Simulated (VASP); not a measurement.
# SiO2 (P4_2/mnm) in VASP: further runs

SiO2 is run at these levels: PBE; tasks: single point.

All numbers are computed with VASP 6.6.1; they aren't measurements. Logs are shortened: lines on timing, memory, paths and dates and some standing lists are left out, and cuts for length are marked.

## (1) The cell of the first run

It takes space group P4_2/mnm (No. 136, tetragonal). Conventional cell: a = 4.363 Å, b = 4.363 Å, c = 2.367 Å, α = 90.00°, β = 90.00°, γ = 90.00°. Si (site symmetry mmm) has 6 O at 1.68 to 1.89 Å within 2.2 Å. Within 2.2 Å of O (site symmetry m2m) lie 3 Si at 1.68 to 1.89 Å.

## (2) Single point, PBE

File INCAR:

```
PREC     = Accurate       # precision mode
ENCUT    = 1340           # plane-wave cutoff, eV
EDIFF    = 1E-6           # SCF threshold, eV
ISMEAR   = 0              # smearing method
SIGMA    = 0.05           # smearing width, eV
LREAL    = False          # projectors in reciprocal space
LASPH    = True           # aspherical terms in the spheres
NELM     = 120            # most SCF steps
ALGO     = Normal         # electronic algorithm
ISIF     = 2              # what is computed and relaxed
LWAVE    = False          # write WAVECAR
LCHARG   = False          # write CHGCAR
GGA      = PE             # functional
NBANDS   = 25             # bands
GGA_COMPAT= False
```

File KPOINTS:

```
regular mesh
0
Gamma
  6 6 8
```

File POSCAR:

```
SiO2
1.0
    4.3630000000      0.0000000000      0.0000000000
    0.0000000000      4.3630000000      0.0000000000
    0.0000000000      0.0000000000      2.3670000000
Si O
2 4
Direct
    0.5000000000      0.5000000000      0.5000000000
    0.0000000000      0.0000000000      0.0000000000
    0.6930127928      0.6930127928      0.0000000000
    0.1930127928      0.8069872072      0.5000000000
    0.3069872072      0.3069872072      0.0000000000
    0.8069872072      0.1930127928      0.5000000000
```

Potentials or basis: VASP PAW PBE potentials, release 64 (Si, O_h).

On the command line:

```bash
> cat potpaw_PBE.64/Si/POTCAR potpaw_PBE.64/O_h/POTCAR > POTCAR
> mpirun -np 1 vasp_std > vasp.out
```

OUTCAR:

```text
PREC = Accurate
   ENCUT = 1340
   EDIFF = 1E-6
   ISMEAR = 0
   LREAL = False
   LASPH = True
   NELM = 120
   ISIF = 2
   GGA = PE

 ion  position               nearest neighbor table
   1  0.500  0.500  0.500-   3 1.68   5 1.68   3 1.68   5 1.68   4 1.89   6 1.89
   2  0.000  0.000  0.000-   4 1.68   6 1.68   4 1.68   6 1.68   5 1.89   3 1.89
   3  0.693  0.693  0.000-   1 1.68   1 1.68   2 1.89
   4  0.193  0.807  0.500-   2 1.68   2 1.68   1 1.89
   5  0.307  0.307  0.000-   1 1.68   1 1.68   2 1.89
   6  0.807  0.193  0.500-   2 1.68   2 1.68   1 1.89

  LATTYP: Found a simple tetragonal cell.
 ALAT       =     4.3630000000
 C/A-ratio  =     0.5425166170

  Lattice vectors:

 A1 = (   4.3630000000,   0.0000000000,   0.0000000000)
 A2 = (   0.0000000000,   4.3630000000,   0.0000000000)
 A3 = (   0.0000000000,   0.0000000000,   2.3670000000)

Analysis of symmetry for initial positions (statically):
=====================================================================
 Subroutine PRICEL returns:
 Original cell was already a primitive cell.

 Routine SETGRP: Setting up the symmetry group for a
 simple tetragonal supercell.

 Subroutine GETGRP returns: Found 16 space group operations
 (whereof  8 operations were pure point group operations)
 out of a pool of 16 trial point group operations.

The static configuration has the point symmetry D_2h.
 The point group associated with its full space group is D_4h.

Analysis of symmetry for dynamics (positions and initial velocities):
=====================================================================
 Subroutine PRICEL returns:
 Original cell was already a primitive cell.

 Routine SETGRP: Setting up the symmetry group for a
 simple tetragonal supercell.

 Subroutine GETGRP returns: Found 16 space group operations
 (whereof  8 operations were pure point group operations)
 out of a pool of 16 trial point group operations.

The dynamic configuration has the point symmetry D_2h.
 The point group associated with its full space group is D_4h.

 Subroutine INISYM returns: Found 16 space group operations
 (whereof  8 operations are pure point group operations),
 and found     1 'primitive' translations

----------------------------------------------------------------------------------------

                                     Primitive cell

  volume of cell :      45.0577

[... 99 lines left out ...]
   NSW    =      0    number of steps for IOM
   IBRION =     -1    ionic relax: 0-MD 1-quasi-New 2-CG
   NFREE  =      0    steps in history (QN), initial steepest desc. (CG)
   ISIF   =      2    stress and relaxation
   ISYM   =      2    0-nonsym 1-usesym 2-fastsym
   POTIM  = 0.5000    time-step for ionic-motion
   TEBEG  =    0.0;   TEEND  =   0.0 temperature during run
   PSTRESS=    0.0 pullay stress
   NELECT =      32.0000    total number of electrons
   NUPDOWN=      -1.0000    fix difference up-down
   EMIN   =  10.00;   EMAX   =-10.00  energy-range for DOS
   EFERMI =   0.00;   METHOD = LEGACY
   ISMEAR =     0;   SIGMA  =   0.05  broadening in eV -4-tet -1-fermi 0-gaus
   EFERMI_NEDOS =   21; number of points for ismear=-14 and -15
   IALGO  =     38    algorithm
   IMIX   =      4    mixing-type and parameters
     AMIX     =   0.40;   BMIX     =  1.00
     AMIX_MAG =   1.60;   BMIX_MAG =  1.00
  volume/ion in A,a.u.               =       7.51        50.68
  Fermi-wavevector in a.u.,A,eV,Ry     =   1.460613  2.760159 29.026551  2.133391
  Thomas-Fermi vector in A             =   2.577042
   LORBIT       =      0    0 simple, 1 ext, 2 COOP (PROOUT), +10 PAW based schemes
   GGA     = PE    functional components
   LHFCALC =     F    Hartree Fock is set to
   AEXX    =    0.0000 exact exchange contribution
   IVDW    =     0    specifies the selected vdW correction
   LEPSILON=     F    determine dielectric tensor
   LRPA    =     F    only Hartree local field effects (RPA)
 non-spin polarized calculation
 Gauss-broadening in eV      SIGMA  =   0.05
  energy-cutoff  :     1340.00
  volume of cell :       45.06
 maximum number of plane-waves:      5048
 NGX is ok and might be reduce to    54
   NGX = 27   NGY = 27   NGZ = 15

 number of electron      31.9999999 magnetization

 Free energy of the ion-electron system (eV)
  ---------------------------------------------------
  ext. energy  EPLUGINS =         0.00000000
  ---------------------------------------------------
  free energy    TOTEN  =       -44.60492424 eV

  energy without entropy =      -44.60492424  energy(sigma->0) =      -44.60492424

 E-fermi :   9.0422     XC(G=0): -12.3733

 val. band max:        8.8218675965   @ k =   0.0000   0.0000   0.0000
 cond. band min:      15.1296092724   @ k =   0.0000   0.0000   0.0000
 fundamental gap:      6.3077416758
 Fermi energy:         9.0422422263

 k-point     1 :       0.0000    0.0000    0.0000
  band No.  band energies     occupation
      1     -13.9445      2.00000
      2     -10.6584      2.00000
      3     -10.5194      2.00000
      4     -10.5194      2.00000
      5      -1.9687      2.00000
      6       1.7798      2.00000
[... 661 lines left out ...]
     24      23.8464      0.00000
     25      24.3204      0.00000

 [... further k-points ...]

------------------------ aborting loop because EDIFF is reached ----------------------------------------

  FORCE on cell =-STRESS in cart. coord.  units (eV):
  Direction    XX          YY          ZZ          XY          YZ          ZX
  --------------------------------------------------------------------------------------
  -------------------------------------------------------------------------------------
  Total        1.0676398      1.0676398     30.5648823      0.0000000      0.0000000      0.0000000
  in kB       37.9635358     37.9635358   1086.8375303      0.0000000      0.0000000      0.0000000
  external PRESSURE =     387.5882007 kB  Pullay stress =       0.0000000 kB

 VOLUME and BASIS-vectors are now :
 -----------------------------------------------------------------------------
  energy-cutoff  :     1340.00
  volume of cell :       45.06
      direct lattice vectors                 reciprocal lattice vectors
     4.363000000  0.000000000  0.000000000     0.229200092  0.000000000  0.000000000
     0.000000000  4.363000000  0.000000000     0.000000000  0.229200092  0.000000000
     0.000000000  0.000000000  2.367000000     0.000000000  0.000000000  0.422475708

 POSITION                                       TOTAL-FORCE (eV/Angst)
 -----------------------------------------------------------------------------------
      2.18150      2.18150      1.18350         0.000000      0.000000      0.000000
      0.00000      0.00000      0.00000         0.000000      0.000000      0.000000
      3.02361      3.02361      0.00000        -0.204792     -0.204792     -0.000000
      0.84211      3.52089      1.18350        -0.204792      0.204792      0.000000
      1.33939      1.33939      0.00000         0.204792      0.204792      0.000000
      3.52089      0.84211      1.18350         0.204792     -0.204792     -0.000000
 -----------------------------------------------------------------------------------
    total drift:                               -0.000000      0.000000     -0.000000

  FREE ENERGIE OF THE ION-ELECTRON SYSTEM (eV)
  ---------------------------------------------------
  free  energy   TOTEN  =       -44.6049242366 eV

  energy  without entropy=      -44.6049242366  energy(sigma->0) =      -44.60492424
```

OSZICAR:

```text
N       E                     dE             d eps       ncg     rms          rms(c)
DAV:   1     0.314490628634E+03    0.31449E+03   -0.31099E+04  2500   0.268E+03
DAV:   2    -0.245446926408E+02   -0.33904E+03   -0.31420E+03  3489   0.429E+02
DAV:   3    -0.490216073563E+02   -0.24477E+02   -0.24238E+02  3335   0.111E+02
DAV:   4    -0.493483674232E+02   -0.32676E+00   -0.32617E+00  3126   0.136E+01
DAV:   5    -0.493542197356E+02   -0.58523E-02   -0.58450E-02  3303   0.175E+00    0.197E+01
DAV:   6    -0.446192118061E+02    0.47350E+01   -0.12276E+01  3247   0.244E+01    0.926E+00
DAV:   7    -0.445978234440E+02    0.21388E-01   -0.81591E-01  3294   0.583E+00    0.319E+00
DAV:   8    -0.445997096162E+02   -0.18862E-02   -0.32121E-02  3216   0.201E+00    0.116E+00
DAV:   9    -0.446046948655E+02   -0.49852E-02   -0.11606E-02  3125   0.101E+00    0.260E-01
DAV:  10    -0.446049325223E+02   -0.23766E-03   -0.11852E-03  3337   0.269E-01    0.667E-02
DAV:  11    -0.446049204296E+02    0.12093E-04   -0.15851E-04  3240   0.109E-01    0.318E-02
DAV:  12    -0.446049245271E+02   -0.40975E-05   -0.11938E-05  3240   0.275E-02    0.854E-03
DAV:  13    -0.446049242366E+02    0.29046E-06   -0.38658E-06  3290   0.144E-02
   1 F= -.44604924E+02 E0= -.44604924E+02  d E =-.358461E-12
```

Run time: 2.2 min. Hardware: 1 thread of Intel Xeon Platinum 8488C (Sapphire Rapids), shared host; peak memory 0.37 GiB.

Results:

```yaml
Free_energy: -44.6049 eV
Pressure: 38.8 GPa
Largest_force: 0.290 eV/Å
Band_gap_on_the_k_mesh: 6.31 eV
```

Forces in eV/Å, atoms in the order of the input:
```
Si   0.000  0.000  0.000
Si   0.000  0.000  0.000
O   -0.205 -0.205  0.000
O   -0.205  0.205  0.000
O    0.205  0.205  0.000
O    0.205 -0.205  0.000
```

Stress tensor (GPa, compression positive):
```
  3.80   0.00   0.00
  0.00   3.80   0.00
  0.00   0.00 108.68
```

Caveat: the stress differs along the axes, from 4 to 109 GPa. A k mesh can miss the band edges.

## (3) Single point, PBE

This run uses another cell than the first one, of 7.29 Å³/atom.

File INCAR:

```
SYSTEM = SiO2
PREC = Accurate ; ENCUT = 1340
EDIFF = 1E-6 ; ISMEAR = 0
SIGMA = 0.05 ; LREAL = .False.
LASPH = .True. ; NELM = 120
ALGO = Normal ; ISIF = 2
LWAVE = .False. ; LCHARG = .False.
GGA = PE ; NBANDS = 25
GGA_COMPAT = .False.
```

File KPOINTS:

```
Automatic mesh
0
Gamma
  6 6 8
  0 0 0
```

Changes to POSCAR since step 2:

```diff
@@ -2,4 +2,4 @@
 1.0
-    4.3630000000      0.0000000000      0.0000000000
-    0.0000000000      4.3630000000      0.0000000000
+    4.2994000000      0.0000000000      0.0000000000
+    0.0000000000      4.2994000000      0.0000000000
     0.0000000000      0.0000000000      2.3670000000
```

Potentials or basis: VASP PAW PBE potentials, release 64 (Si, O_h).

On the command line:

```bash
> cat potpaw_PBE.64/Si/POTCAR potpaw_PBE.64/O_h/POTCAR > POTCAR
> mpirun -np 1 vasp_std > vasp.out
```

Run time: 2.6 min. Hardware: 1 thread of Intel Xeon Platinum 8259CL at 2.50GHz (Skylake/Cascade Lake), shared host; peak memory 0.35 GiB.

Results (log left out):

```yaml
Free_energy: -44.5227 eV
Pressure: 49.9 GPa
Largest_force: 0.220 eV/Å
Band_gap_on_the_k_mesh: 6.87 eV
```

Forces in eV/Å, atoms in the order of the input:
```
Si   0.000  0.000  0.000
Si   0.000  0.000  0.000
O    0.156  0.156  0.000
O    0.156 -0.156  0.000
O   -0.156 -0.156  0.000
O   -0.156  0.156  0.000
```

Stress tensor (GPa, compression positive):
```
 15.63   0.00   0.00
  0.00  15.63   0.00
  0.00   0.00 118.46
```

Levels at points of the mesh, in eV from the valence-band top:
```
           k point  band 14  band 15  band 16  band 17  band 18  band 19
(0.00, 0.00, 0.00)    -0.95    -0.95     0.00     6.87     9.87    10.93
(0.50, 0.00, 0.00)    -1.60    -1.24    -1.24     9.13     9.13    11.23
(0.50, 0.50, 0.00)    -2.32    -2.01    -2.01     9.45     9.45    11.44
(0.00, 0.00, 0.50)    -2.64    -2.56    -2.56     9.90     9.90    12.42
(0.50, 0.00, 0.50)    -2.40    -1.61    -1.61     9.37     9.37     9.56
(0.50, 0.50, 0.50)    -1.95    -1.40    -1.40     7.71     7.71    11.24
```

Caveat: the stress differs along the axes, from 16 to 118 GPa. A k mesh can miss the band edges.
